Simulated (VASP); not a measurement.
# ZnS (Cm) in VASP: a series of runs, part 2 of 2

VASP 6.6.1. The steps go on from the part before.

## Step 3: Single point, PBE

This run uses another cell than the first one, of the same volume but with other edges.

Contents of INCAR:

```
SYSTEM = ZnS
PREC     = Accurate       ! precision mode
ENCUT    = 520            ! plane-wave cutoff, eV
EDIFF    = 1E-7           ! SCF threshold, eV
ISMEAR   = 0              ! smearing method
SIGMA    = 0.05           ! smearing width, eV
LREAL    = .False.        ! projectors in reciprocal space
LASPH    = .True.         ! aspherical terms in the spheres
NELM     = 60             ! most SCF steps
ALGO     = Normal         ! electronic algorithm
ISIF     = 2              ! what is computed and relaxed
LWAVE    = .False.        ! write WAVECAR
LCHARG   = .False.        ! write CHGCAR
GGA      = PE             ! functional
NBANDS   = 36             ! bands
```

Contents of KPOINTS:

```
regular mesh
0
Gamma
  8 8 3
  0 0 0
```

Contents of POSCAR:

```
ZnS
1.0
    2.7046500000     -2.7046500000      0.0000000000
    2.7046500000      0.0000000000     -2.7046500000
    9.9168696900      3.1555151550      3.1555151550
Zn S
3 3
Direct
    0.5624763900      0.5624763900      0.1250333333
   -0.6597236100     -0.6597236100      0.7917000000
   -0.0486236100     -0.0486236100      0.4583666667
   -0.0624986100     -0.0624986100      0.8750333333
    0.5486013900      0.5486013900      0.5417000000
    0.1597013900      0.1597013900      0.2083666667
```

Potentials or basis: VASP PAW PBE potentials, release 64 (Zn, S).

Started as:

```console
> cat potpaw_PBE.64/Zn/POTCAR potpaw_PBE.64/S/POTCAR > POTCAR
> mpirun -np 1 vasp_std > vasp.out
```

OUTCAR:

```text
SYSTEM = ZnS
   PREC = Accurate
   ENCUT = 520
   EDIFF = 1E-7
   ISMEAR = 0
   LREAL = .False.
   LASPH = .True.
   NELM = 60
   ISIF = 2
   GGA = PE

 ion  position               nearest neighbor table
   1  0.562  0.562  0.125-   6 2.34   6 2.34   6 2.34   4 2.59
   2  0.340  0.340  0.792-   4 2.34   4 2.34   5 2.34   4 2.34
   3  0.951  0.951  0.458-   5 2.34   5 2.34   6 2.34   5 2.34
   4  0.938  0.938  0.875-   2 2.34   2 2.34   2 2.34   1 2.59
   5  0.549  0.549  0.542-   3 2.34   3 2.34   2 2.34   3 2.34
   6  0.160  0.160  0.208-   1 2.34   3 2.34   1 2.34   1 2.34

  LATTYP: Found a base centered monoclinic cell.
 ALAT       =     6.6250124328
 B/A-ratio  =     0.5773502692
 C/A-ratio  =     1.4240045260
 COS(beta)  =    -0.1170642347

  Lattice vectors:

 A1 = (   2.7046500000,  -2.7046500000,  -0.0000000000)
 A2 = (   2.7046500000,   0.0000000000,  -2.7046500000)
 A3 = (   4.5075696900,   5.8601651550,   5.8601651550)

Analysis of symmetry for initial positions (statically):
=====================================================================
 Subroutine PRICEL returns:
 Original cell was already a primitive cell.

[... 173 lines left out ...]
  free energy    TOTEN  =       -20.20684679 eV

  energy without entropy =      -20.20684679  energy(sigma->0) =      -20.20684679

 E-fermi :   2.4180     XC(G=0):  -9.6515

 val. band max:        2.1847322409   @ k =   0.0000   0.0000   0.0000
 cond. band min:       3.9752569516   @ k =   0.0000   0.0000   0.0000
 fundamental gap:      1.7905247108
 Fermi energy:         2.4179962150

 k-point     1 :       0.0000    0.0000    0.0000
  band No.  band energies     occupation
      1     -11.0337      2.00000
      2     -10.4347      2.00000
      3     -10.1567      2.00000
      4      -4.3672      2.00000
      5      -4.3602      2.00000
      6      -4.3012      2.00000
[... 925 lines left out ...]
     35       9.2783      0.00000
     36       9.5634      0.00000

 [... further k-points ...]
[... 5 lines left out ...]
  --------------------------------------------------------------------------------------
  -------------------------------------------------------------------------------------
  Total        1.3970716      0.1876528      0.1876528      0.6544027     -1.2426572      0.6544030
  in kB       18.8557923      2.5326849      2.5326849      8.8322472    -16.7717137      8.8322505
  external PRESSURE =       7.9737207 kB  Pullay stress =       0.0000000 kB

 VOLUME and BASIS-vectors are now :
 -----------------------------------------------------------------------------
  energy-cutoff  :      520.00
  volume of cell :      118.71
      direct lattice vectors                 reciprocal lattice vectors
     2.704650000 -2.704650000  0.000000000     0.071894700 -0.297838907  0.071894700
     2.704650000  0.000000000 -2.704650000     0.071894700  0.071894700 -0.297838907
     9.916869690  3.155515155  3.155515155     0.061622268  0.061622268  0.061622268

 POSITION                                       TOTAL-FORCE (eV/Angst)
 -----------------------------------------------------------------------------------
      4.28254     -1.12676     -1.12676         0.157685     -0.311897     -0.311897
      9.69184      1.57789      1.57789         0.149258     -0.077932     -0.077932
      9.69184     -1.12676     -1.12676         0.094868      0.068739      0.068739
     13.74882      0.22557      0.22557        -0.273786      0.529121      0.529121
      8.33952      0.22557      0.22557        -0.122734     -0.063900     -0.063900
      2.93022      0.22557      0.22557        -0.005291     -0.144130     -0.144130
 -----------------------------------------------------------------------------------
    total drift:                                0.000321     -0.000955     -0.000955

  FREE ENERGIE OF THE ION-ELECTRON SYSTEM (eV)
  ---------------------------------------------------
  free  energy   TOTEN  =       -20.2068467944 eV

  energy  without entropy=      -20.2068467944  energy(sigma->0) =      -20.20684679
```

OSZICAR:

```text
N       E                     dE             d eps       ncg     rms          rms(c)
DAV:   1     0.410916111990E+03    0.41092E+03   -0.25090E+04  4104   0.181E+03
DAV:   2     0.284034186852E+02   -0.38251E+03   -0.36786E+03  4128   0.401E+02
DAV:   3    -0.197833374043E+02   -0.48187E+02   -0.47581E+02  4676   0.136E+02
DAV:   4    -0.215407828615E+02   -0.17574E+01   -0.17512E+01  5000   0.261E+01
DAV:   5    -0.215677296506E+02   -0.26947E-01   -0.26933E-01  4956   0.324E+00    0.118E+01
DAV:   6    -0.202018425686E+02    0.13659E+01   -0.27157E+00  6060   0.402E+01    0.912E+00
DAV:   7    -0.202340939815E+02   -0.32251E-01   -0.26759E+00  4564   0.774E+00    0.373E+00
DAV:   8    -0.202054195322E+02    0.28674E-01   -0.16026E-01  5380   0.443E+00    0.106E+00
DAV:   9    -0.202060745469E+02   -0.65501E-03   -0.33020E-02  5476   0.278E+00    0.317E-01
DAV:  10    -0.202064983256E+02   -0.42378E-03   -0.44240E-03  4888   0.113E+00    0.171E-01
DAV:  11    -0.202067191703E+02   -0.22084E-03   -0.52815E-04  4884   0.373E-01    0.774E-02
DAV:  12    -0.202068441474E+02   -0.12498E-03   -0.25788E-04  4520   0.116E-01    0.363E-02
DAV:  13    -0.202068418541E+02    0.22933E-05   -0.13651E-05  5856   0.560E-02    0.184E-02
DAV:  14    -0.202068463735E+02   -0.45194E-05   -0.84244E-06  4512   0.187E-02    0.291E-03
DAV:  15    -0.202068467489E+02   -0.37536E-06   -0.54905E-07  4492   0.146E-02    0.189E-03
DAV:  16    -0.202068467944E+02   -0.45473E-07   -0.28656E-07  4448   0.485E-03
   1 F= -.20206847E+02 E0= -.20206847E+02  d E =-.518624E-13
```

Wall time 8.9 min (1 thread of Intel Xeon 8259CL, shared host); peak memory 0.36 GiB.

Results:

| Quantity | Value |
| --- | --- |
| Free energy | -20.2068 eV |
| Pressure | 0.8 GPa |
| Largest force | 0.797 eV/Å |
| Band gap on the k mesh | 1.79 eV |

Forces on the atoms (eV/Å):
```
Zn   0.158 -0.312 -0.312
Zn   0.149 -0.078 -0.078
Zn   0.095  0.069  0.069
S   -0.274  0.529  0.529
S   -0.123 -0.064 -0.064
S   -0.005 -0.144 -0.144
```

Levels at points of the mesh, in eV from the valence-band top:
| k point | band 25 | band 26 | band 27 | band 28 | band 29 | band 30 |
| --- | --- | --- | --- | --- | --- | --- |
| (0.00, 0.00, 0.00) | -0.24 | -0.04 | 0.00 | 1.79 | 3.23 | 3.40 |
| (0.50, 0.00, 0.00) | -1.69 | -1.24 | -0.82 | 2.56 | 3.82 | 3.98 |
| (0.50, 0.50, 0.00) | -1.42 | -1.33 | -1.22 | 2.40 | 3.71 | 4.33 |

## Step 4: Single point, PBE

This run uses another cell than the first one, of the same volume but with other edges.

Contents of INCAR:

```
SYSTEM = ZnS
PREC     = Accurate       ! precision mode
ENCUT    = 520            ! plane-wave cutoff, eV
EDIFF    = 1E-6           ! SCF threshold, eV
ISMEAR   = 0              ! smearing method
SIGMA    = 0.05           ! smearing width, eV
LREAL    = .FALSE.        ! projectors in reciprocal space
LASPH    = .TRUE.         ! aspherical terms in the spheres
NELM     = 60             ! most SCF steps
ALGO     = Normal         ! electronic algorithm
ISIF     = 2              ! what is computed and relaxed
LWAVE    = .FALSE.        ! write WAVECAR
LCHARG   = .TRUE.         ! write CHGCAR
GGA      = PE             ! functional
LELF     = .TRUE.         ! ELF
LVHAR    = .TRUE.       
NBANDS   = 36             ! bands
```

Contents of KPOINTS:

```
Automatic mesh
0
G
  8 8 3
  0 0 0
```

Contents of POSCAR:

```
ZnS
1.0
    2.7046500000     -2.7046500000      0.0000000000
    2.7046500000      0.0000000000     -2.7046500000
    5.8598946900      5.1840026550      5.1840026550
Zn S
3 3
Direct
    0.6562513900      0.6562513900      0.1250333333
   -0.0659486100     -0.0659486100      0.7917000000
    0.2951513900      0.2951513900      0.4583666667
    0.5937763900      0.5937763900      0.8750333333
    0.9548763900      0.9548763900      0.5417000000
    0.3159763900      0.3159763900      0.2083666667
```

Potentials or basis: VASP PAW PBE potentials, release 64 (Zn, S).

Started as:

```console
> cat potpaw_PBE.64/Zn/POTCAR potpaw_PBE.64/S/POTCAR > POTCAR
> mpirun -np 1 vasp_std > vasp.out
```

OUTCAR:

```text
SYSTEM = ZnS
   PREC = Accurate
   ENCUT = 520
   EDIFF = 1E-6
   ISMEAR = 0
   LREAL = .FALSE.
   LASPH = .TRUE.
   NELM = 60
   ISIF = 2
   GGA = PE

 ion  position               nearest neighbor table
   1  0.656  0.656  0.125-   6 2.34   6 2.34   6 2.34   4 2.41
   2  0.934  0.934  0.792-   4 2.34   4 2.34   4 2.34   5 2.34
   3  0.295  0.295  0.458-   5 2.34   5 2.34   5 2.34   6 2.34
   4  0.594  0.594  0.875-   2 2.34   2 2.34   2 2.34   1 2.41
   5  0.955  0.955  0.542-   3 2.34   3 2.34   3 2.34   2 2.34
   6  0.316  0.316  0.208-   3 2.34   1 2.34   1 2.34   1 2.34

[... 1144 lines left out ...]
  -------------------------------------------------------------------------------------
  Total       -0.1312430      1.5025526      1.5025526     -0.3990099      0.7313898     -0.3990098
  in kB       -1.7713416     20.2794331     20.2794331     -5.3852980      9.8713150     -5.3852977
  external PRESSURE =      12.9291749 kB  Pullay stress =       0.0000000 kB

 VOLUME and BASIS-vectors are now :
 -----------------------------------------------------------------------------
  energy-cutoff  :      520.00
  volume of cell :      118.71
      direct lattice vectors                 reciprocal lattice vectors
     2.704650000 -2.704650000  0.000000000     0.118111401 -0.251622206  0.118111401
     2.704650000  0.000000000 -2.704650000     0.118111401  0.118111401 -0.251622206
     5.859894690  5.184002655  5.184002655     0.061622268  0.061622268  0.061622268

 POSITION                                       TOTAL-FORCE (eV/Angst)
 -----------------------------------------------------------------------------------
      4.28254     -1.12676     -1.12676        -0.218654     -0.030594     -0.030594
      9.69184      1.57789      1.57789        -0.034449      0.008880      0.008880
      4.28254      1.57789      1.57789        -0.006639      0.034575      0.034575
      8.33952      2.93022      2.93022         0.425461     -0.052752     -0.052752
      8.33952      0.22557      0.22557        -0.002341     -0.030919     -0.030919
      2.93022      0.22557      0.22557        -0.163378      0.070811      0.070811
 -----------------------------------------------------------------------------------
    total drift:                               -0.000036     -0.000721     -0.000721

  FREE ENERGIE OF THE ION-ELECTRON SYSTEM (eV)
  ---------------------------------------------------
  free  energy   TOTEN  =       -20.4426177995 eV

  energy  without entropy=      -20.4426177995  energy(sigma->0) =      -20.44261780
```

It took 7.5 min on 1 thread of Intel Xeon 8259CL, shared host; peak memory 0.34 GiB.

What came out:

```yaml
Free_energy: -20.4426 eV
Pressure: 1.3 GPa
Largest_force: 0.432 eV/Å
Band_gap_on_the_k_mesh: 1.89 eV
```

Forces in eV/Å, atoms in the order of the input:
```
Zn  -0.219 -0.031 -0.031
Zn  -0.034  0.009  0.009
Zn  -0.007  0.035  0.035
S    0.425 -0.053 -0.053
S   -0.002 -0.031 -0.031
S   -0.163  0.071  0.071
```

## Step 5: Overview

| cell | gap on the mesh (eV) | pressure (GPa) | largest force (eV/Å) |
| --- | --- | --- | --- |
| a = 3.825, b = 3.825, c = 11.165 Å, angles 61.9, 61.9, 60.0°, 6 atoms | 1.96 | 1.3 | 0.44 |
| a = 3.825, b = 3.825, c = 10.875 Å, angles 63.9, 63.9, 60.0°, 6 atoms | 1.79 | 0.8 | 0.80 |
| a = 3.825, b = 3.825, c = 9.385 Å, angles 87.1, 87.1, 60.0°, 6 atoms | 1.89 | 1.3 | 0.43 |

Alike in all rows: task single point; level PBE; potentials or basis VASP PAW PBE potentials, release 64 (Zn, S); no spin polarisation; k mesh 8 × 8 × 3; cutoff (eV) 520; smearing gaussian 0.05 eV.

Absolute energies hang on the potentials; compare differences alone.
